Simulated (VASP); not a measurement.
Input of a VASP 6.6.1 run:

File INCAR:

```
PREC = Accurate ; ENCUT = 520
EDIFF = 1E-6 ; ISMEAR = 0
SIGMA = 0.15 ; LREAL = F
LASPH = T ; NELM = 60
ALGO = Normal ; ISIF = 2
LWAVE = F ; LCHARG = T
GGA = PE ; IVDW = 12
LELF = T ; LVHAR = T
NBANDS = 9
```

File KPOINTS:

```
Automatic mesh
0
Gamma
  24 24 12
```

The input POSCAR:

```
Be
1.0
    2.2695515441      0.0000000000      0.0000000000
   -1.1347757721      1.9654892924      0.0000000000
    0.0000000000      0.0000000000      3.5876080252
Be
2
Direct
    0.3333333333      0.6666666667      0.2500000000
    0.6666666667      0.3333333333      0.7500000000
```

Potentials or basis: VASP PAW PBE potentials, release 64 (Be).

Command:

```sh
$ cat potpaw_PBE.64/Be/POTCAR > POTCAR
$ mpirun -np 1 vasp_std > vasp.out
```

What does it give for the dispersion energy per atom?

-0.351 eV.

Predict the pressure.

-8.6 GPa.

Stress tensor (GPa, compression positive):
```
-7.95  0.00  0.00
 0.00 -7.95  0.00
 0.00  0.00 -9.88
```

Caveat: the cell stands under tension.
